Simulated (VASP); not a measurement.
# Ag (Fm-3m) in VASP: a series of runs

Ag is run at these levels: PBE exchange alone; tasks: single point.

Everything below comes from runs of VASP 6.6.1. Logs are shortened: lines on timing, memory, paths and dates and some standing lists are left out, and cuts for length are marked.

### 1 The cell of the first run

It takes space group Fm-3m (No. 225, cubic). The conventional cell has a = 3.818 Å, b = 3.818 Å, c = 3.818 Å, α = 90.00°, β = 90.00°, γ = 90.00°. Ag (site symmetry m-3m) has 12 Ag at 2.70 Å within 3.6 Å.

### 2 Single point, PBE exchange alone, non-collinear spin, zero start, spin-orbit coupling

INCAR

```
SYSTEM = Ag
PREC = Accurate
ENCUT = 520
EDIFF = 1E-6
ISMEAR = 1
SIGMA = 0.15
LREAL = .FALSE.
LASPH = .TRUE.
NELM = 150
ALGO = Fast
ISIF = 2
LWAVE = .FALSE.
LCHARG = .TRUE.
MAGMOM = 0 0 0
LORBIT = 11
LSORBIT = .TRUE.
GGA_COMPAT = .FALSE.
LORBMOM = .TRUE.
LMAXMIX = 4
GGA = PE
ALDAC = 0.0
AGGAC = 0.0
LVHAR = .TRUE.
NBANDS = 22
```

KPOINTS

```
Automatic mesh
0
G
  11 11 11
  0 0 0
```

POSCAR

```
Ag
1.0
    0.0000000000      1.9088799020      1.9088799020
    1.9088799020      0.0000000000      1.9088799020
    1.9088799020      1.9088799020      0.0000000000
Ag
1
Direct
    0.0000000000      0.0000000000      0.0000000000
```

Potentials or basis: VASP PAW PBE potentials, release 64 (Ag).

Command:

```console
cat potpaw_PBE.64/Ag/POTCAR > POTCAR
mpirun -np 1 vasp_ncl > vasp.out
```

OUTCAR:

```text
SYSTEM = Ag
   PREC = Accurate
   ENCUT = 520
   EDIFF = 1E-6
   ISMEAR = 1
   LREAL = .FALSE.
   LASPH = .TRUE.
   NELM = 150
   ISIF = 2
   LORBIT = 11
   LSORBIT = .TRUE.
   GGA = PE

 ion  position               nearest neighbor table
   1  0.000  0.000  0.000-

  LATTYP: Found a face centered cubic cell.
 ALAT       =     3.8177598040

  Lattice vectors:

 A1 = (   0.0000000000,   1.9088799020,   1.9088799020)
 A2 = (   1.9088799020,   0.0000000000,   1.9088799020)
 A3 = (   1.9088799020,   1.9088799020,   0.0000000000)

Analysis of symmetry for initial positions (statically):
=====================================================================
 Subroutine PRICEL returns:
 Original cell was already a primitive cell.

 Routine SETGRP: Setting up the symmetry group for a
 face centered cubic supercell.

 Subroutine GETGRP returns: Found 48 space group operations
 (whereof 48 operations were pure point group operations)
 out of a pool of 48 trial point group operations.

The static configuration has the point symmetry O_h .

Analysis of symmetry for dynamics (positions and initial velocities):
=====================================================================
 Subroutine PRICEL returns:
 Original cell was already a primitive cell.

 Routine SETGRP: Setting up the symmetry group for a
 face centered cubic supercell.

 Subroutine GETGRP returns: Found 48 space group operations
 (whereof 48 operations were pure point group operations)
 out of a pool of 48 trial point group operations.

The dynamic configuration has the point symmetry O_h .

Analysis of structural, dynamic, and magnetic symmetry:
=====================================================================
 Subroutine PRICEL returns:
 Original cell was already a primitive cell.

 Routine SETGRP: Setting up the symmetry group for a
 face centered cubic supercell.

 Subroutine GETGRP returns: Found 48 space group operations
 (whereof 48 operations were pure point group operations)
 out of a pool of 48 trial point group operations.

The overall configuration has the point symmetry O_h .

 Subroutine INISYM returns: Found 48 space group operations
 (whereof 48 operations are pure point group operations),
 and found     1 'primitive' translations

----------------------------------------------------------------------------------------

                                     Primitive cell

  volume of cell :      13.9112

  direct lattice vectors                    reciprocal lattice vectors
     0.000000000  1.908879902  1.908879902    -0.261933713  0.261933713  0.261933713
     1.908879902  0.000000000  1.908879902     0.261933713 -0.261933713  0.261933713
     1.908879902  1.908879902  0.000000000     0.261933713  0.261933713 -0.261933713

  length of vectors
     2.699563846  2.699563846  2.699563846     0.453682499  0.453682499  0.453682499

  position of ions in fractional coordinates (direct lattice)
     0.000000000  0.000000000  0.000000000

  ion indices of the primitive-cell ions
   primitive index   ion index
                 1           1

----------------------------------------------------------------------------------------

 KPOINTS: Automatic mesh

Automatic generation of k-mesh.
 Grid dimensions read from file:
 generate k-points for:   11   11   11

 Generating k-lattice:

  Cartesian coordinates                     Fractional coordinates (reciprocal lattice)
    -0.023812156  0.023812156  0.023812156     0.090909091  0.000000000  0.000000000
     0.023812156 -0.023812156  0.023812156     0.000000000  0.090909091  0.000000000
     0.023812156  0.023812156 -0.023812156     0.000000000  0.000000000  0.090909091

  Length of vectors
     0.041243864  0.041243864  0.041243864

  Shift w.r.t. Gamma in fractional coordinates (k-lattice)
     0.000000000  0.000000000  0.000000000

 Subroutine IBZKPT returns following result:
 ===========================================

[... 46 lines left out ...]
   NELM   =    150;   NELMIN=  2; NELMDL= -5     # of ELM steps
   EDIFF  = 0.1E-05   stopping-criterion for ELM
   LREAL  =      F    real-space projection
   EDIFFG = 0.1E-04   stopping-criterion for IOM
   NSW    =      0    number of steps for IOM
   IBRION =     -1    ionic relax: 0-MD 1-quasi-New 2-CG
   NFREE  =      0    steps in history (QN), initial steepest desc. (CG)
   ISIF   =      2    stress and relaxation
   ISYM   =      2    0-nonsym 1-usesym 2-fastsym
   POTIM  = 0.5000    time-step for ionic-motion
   TEBEG  =    0.0;   TEEND  =   0.0 temperature during run
   PSTRESS=    0.0 pullay stress
   NELECT =      11.0000    total number of electrons
   NUPDOWN=      -1.0000    fix difference up-down
   EMIN   =  10.00;   EMAX   =-10.00  energy-range for DOS
   EFERMI =   0.00;   METHOD = LEGACY
   ISMEAR =     1;   SIGMA  =   0.15  broadening in eV -4-tet -1-fermi 0-gaus
   EFERMI_NEDOS =   21; number of points for ismear=-14 and -15
   IALGO  =     68    algorithm
   IMIX   =      4    mixing-type and parameters
     AMIX     =   0.40;   BMIX     =  1.00
     AMIX_MAG =   1.60;   BMIX_MAG =  1.00
  volume/ion in A,a.u.               =      13.91        93.88
  Fermi-wavevector in a.u.,A,eV,Ry     =   1.513853  2.860768 31.181176  2.291752
  Thomas-Fermi vector in A             =   2.623589
   LORBIT       =     11    0 simple, 1 ext, 2 COOP (PROOUT), +10 PAW based schemes
   GGA     = PE    functional components
   LHFCALC =     F    Hartree Fock is set to
   AEXX    =    0.0000 exact exchange contribution
   IVDW    =     0    specifies the selected vdW correction
   LEPSILON=     F    determine dielectric tensor
   LRPA    =     F    only Hartree local field effects (RPA)
 RMM-DIIS sequential band-by-band and
 Methfessel and Paxton  Order N= 1 SIGMA  =   0.15
  energy-cutoff  :      520.00
  volume of cell :       13.91
 maximum number of plane-waves:       766
   NGX =  9   NGY =  9   NGZ =  9

 number of electron      11.0000003 magnetization       0.0000000      0.0000000      0.0000000

 number of electron      11.0000003 magnetization       0.0000000     -0.0000000     -0.0000000

 number of electron      11.0000003 magnetization      -0.0000000      0.0000000      0.0000000

 Free energy of the ion-electron system (eV)
  ---------------------------------------------------
  ext. energy  EPLUGINS =         0.00000000
  ---------------------------------------------------
  free energy    TOTEN  =        -0.33778440 eV

  energy without entropy =       -0.33820766  energy(sigma->0) =       -0.33792549

 E-fermi :  13.6204     XC(G=0): -11.6435

 val. band max:       13.4981697990   @ k =   0.4545   0.2727   0.0000
 cond. band min:      13.7368222173   @ k =   0.4545   0.3636   0.0000
 fundamental gap:      0.2386524183
 Fermi energy:        13.6203767386

 k-point     1 :       0.0000    0.0000    0.0000
  band No.  band energies     occupation
      1       4.0757      1.00000
      2       4.0757      1.00000
      3       7.5181      1.00000
      4       7.5181      1.00000
      5       7.5181      1.00000
      6       7.5181      1.00000
[... 589 lines left out ...]
     21      37.4063      0.00000
     22      37.4063      0.00000

 [... further k-points ...]

------------------------ aborting loop because EDIFF is reached ----------------------------------------

  FORCE on cell =-STRESS in cart. coord.  units (eV):
  Direction    XX          YY          ZZ          XY          YZ          ZX
  --------------------------------------------------------------------------------------
  -------------------------------------------------------------------------------------
  Total        6.3567340      6.3567340      6.3567340      0.0000000      0.0000000     -0.0000000
  in kB      732.1141649    732.1141649    732.1141649      0.0000000      0.0000000     -0.0000000
  external PRESSURE =     732.1141649 kB  Pullay stress =       0.0000000 kB

 VOLUME and BASIS-vectors are now :
 -----------------------------------------------------------------------------
  energy-cutoff  :      520.00
  volume of cell :       13.91
      direct lattice vectors                 reciprocal lattice vectors
     0.000000000  1.908879902  1.908879902    -0.261933713  0.261933713  0.261933713
     1.908879902  0.000000000  1.908879902     0.261933713 -0.261933713  0.261933713
     1.908879902  1.908879902  0.000000000     0.261933713  0.261933713 -0.261933713

 POSITION                                       TOTAL-FORCE (eV/Angst)
 -----------------------------------------------------------------------------------
      0.00000      0.00000      0.00000         0.000000     -0.000000      0.000000
 -----------------------------------------------------------------------------------
    total drift:                                0.000000      0.000000      0.000000

  FREE ENERGIE OF THE ION-ELECTRON SYSTEM (eV)
  ---------------------------------------------------
  free  energy   TOTEN  =        -0.3377844008 eV

  energy  without entropy=       -0.3382076577  energy(sigma->0) =       -0.33792549

 orbital moment (x)

 # of ion     p       d       tot
 ----------------------------------------
  1         0.000  -0.000  -0.000
 ----------------------------------------
            0.000  -0.000  -0.000

 orbital moment (y)

 # of ion     p       d       tot
 ----------------------------------------
  1        -0.000   0.000   0.000
 ----------------------------------------
           -0.000   0.000   0.000

 orbital moment (z)

 # of ion     p       d       tot
 ----------------------------------------
  1         0.000   0.000   0.000
 ----------------------------------------
            0.000   0.000   0.000

 Spin-Orbit-Coupling matrix elements

 Ion:    1  E_soc:     -0.0592388
 l=   1
     0.0000000    -0.0028967    -0.0028967
    -0.0028967     0.0000000    -0.0028967
    -0.0028967    -0.0028967     0.0000000
 l=   2
     0.0000000    -0.0014861     0.0000000    -0.0014861    -0.0054903
    -0.0014861     0.0000000    -0.0041177    -0.0014861    -0.0013726
     0.0000000    -0.0041177     0.0000000    -0.0041177     0.0000000
    -0.0014861    -0.0014861    -0.0041177     0.0000000    -0.0013726
    -0.0054903    -0.0013726     0.0000000    -0.0013726     0.0000000
 l=   3
     0.0000000     0.0000000     0.0000000     0.0000000     0.0000000     0.0000000     0.0000000
     0.0000000     0.0000000     0.0000000     0.0000000     0.0000000     0.0000000     0.0000000
     0.0000000     0.0000000     0.0000000     0.0000000     0.0000000     0.0000000     0.0000000
     0.0000000     0.0000000     0.0000000     0.0000000     0.0000000     0.0000000     0.0000000
     0.0000000     0.0000000     0.0000000     0.0000000     0.0000000     0.0000000     0.0000000
     0.0000000     0.0000000     0.0000000     0.0000000     0.0000000     0.0000000     0.0000000
     0.0000000     0.0000000     0.0000000     0.0000000     0.0000000     0.0000000     0.0000000

 total charge

# of ion       s       p       d       tot
------------------------------------------
    1        0.501   0.460   9.222  10.184

 magnetization (x)

# of ion       s       p       d       tot
------------------------------------------
    1       -0.000  -0.000  -0.000  -0.000

 magnetization (y)

# of ion       s       p       d       tot
------------------------------------------
    1        0.000  -0.000   0.000   0.000

 magnetization (z)

# of ion       s       p       d       tot
------------------------------------------
    1        0.000  -0.000   0.000   0.000
```

It took 47 s on 1 thread of Intel Xeon Platinum 8488C (Sapphire Rapids), shared host; peak memory 0.17 GiB.

What came out:

```yaml
Free_energy: -0.3378 eV
Pressure: 73.2 GPa
Net_moment: 0.00 μB per cell
Valence_electrons_inside_the_program's_atomic_spheres: Ag 10.18
```

Moments on the atoms (μB; x, y, z):
```
Ag  0.00 0.00 0.00
```

Caveat: the cell stands under pressure.

### 3 Single point, PBE exchange alone, non-collinear spin, zero start, spin-orbit coupling

This run uses another cell than the first one, of 14.18 Å³/atom.

INCAR

```
SYSTEM = Ag
AGGAC = 0.0 ; ALDAC = 0.0
ALGO = Normal ; EDIFF = 1E-6
ENCUT = 520 ; GGA = PE
GGA_COMPAT = .FALSE. ; ISIF = 2
ISMEAR = 1 ; LASPH = .TRUE.
LCHARG = .FALSE. ; LMAXMIX = 4
LNONCOLLINEAR = .TRUE. ; LORBIT = 11
LORBMOM = .TRUE. ; LREAL = .FALSE.
LSORBIT = .TRUE. ; LWAVE = .FALSE.
MAGMOM = 0 0 0 ; NBANDS = 22
NELM = 150 ; PREC = Accurate
SIGMA = 0.15
```

KPOINTS

```
k-points
0
G
  11 11 11
  0 0 0
```

POSCAR

```
Ag
1.0
    0.0000000000      1.9212755734      1.9212755734
    1.9212755734      0.0000000000      1.9212755734
    1.9212755734      1.9212755734      0.0000000000
Ag
1
Direct
    0.0000000000      0.0000000000      0.0000000000
```

Potentials or basis: VASP PAW PBE potentials, release 64 (Ag).

Command:

```console
cat potpaw_PBE.64/Ag/POTCAR > POTCAR
mpirun -np 1 vasp_ncl > vasp.out
```

Wall time 32 s (1 thread of Intel Xeon Platinum 8488C (Sapphire Rapids), shared host); peak memory 0.17 GiB.

It converged, with:

- Free energy: -0.4566 eV
- Pressure: 66.3 GPa
- Net moment: 0.00 μB per cell
- Valence electrons inside the program's atomic spheres: Ag 10.15

Moments on the atoms (μB; x, y, z):
```
Ag  0.00 0.00 0.00
```

Caveat: the cell stands under pressure.

### 4 Single point, PBE exchange alone, non-collinear spin, zero start, spin-orbit coupling

This run uses another cell than the first one, of 14.46 Å³/atom.

INCAR

```
PREC = Accurate
ENCUT = 520
EDIFF = 1E-6
ISMEAR = 1
SIGMA = 0.15
LREAL = F
LASPH = T
NELM = 150
ALGO = Fast
ISIF = 2
LWAVE = F
LCHARG = T
LNONCOLLINEAR = T
MAGMOM = 0 0 0
LORBIT = 11
LSORBIT = T
GGA_COMPAT = F
LORBMOM = T
LMAXMIX = 4
GGA = PE
ALDAC = 0.0
AGGAC = 0.0
LVHAR = T
NBANDS = 22
```

KPOINTS

```
regular mesh
0
Gamma
  11 11 11
```

POSCAR

```
Ag
1.0
    0.0000000000      1.9335133273      1.9335133273
    1.9335133273      0.0000000000      1.9335133273
    1.9335133273      1.9335133273      0.0000000000
Ag
1
Direct
    0.0000000000      0.0000000000      0.0000000000
```

Command:

```console
cat potpaw_PBE.64/Ag/POTCAR > POTCAR
mpirun -np 1 vasp_ncl > vasp.out
```

It took 41 s on 1 thread of Intel Xeon Platinum 8488C (Sapphire Rapids), shared host; peak memory 0.17 GiB.

The run converged. Its results:

* Free energy: -0.5643 eV
* Pressure: 60.1 GPa
* Net moment: 0.00 μB per cell
* Valence electrons inside the program's atomic spheres: Ag 10.12

Moments on the atoms (μB; x, y, z):
```
Ag  0.00 0.00 0.00
```

Caveat: the cell stands under pressure.

### 5 Summary

| cell | pressure (GPa) | moment (μB) |
| --- | --- | --- |
| a = 2.700 Å, angles 60.0°, 1 atom | 73.2 | 0.00 |
| a = 2.717 Å, angles 60.0°, 1 atom | 66.3 | 0.00 |
| a = 2.734 Å, angles 60.0°, 1 atom | 60.1 | 0.00 |

Alike in all rows: task single point; level PBE exchange alone; potentials or basis VASP PAW PBE potentials, release 64 (Ag); spin non-collinear, zero start, SOC; k mesh 11 × 11 × 11; cutoff (eV) 520; smearing methfessel-paxton 0.15 eV.

Caveats: the cell stands under pressure.

Absolute energies hang on the potentials; compare differences alone.
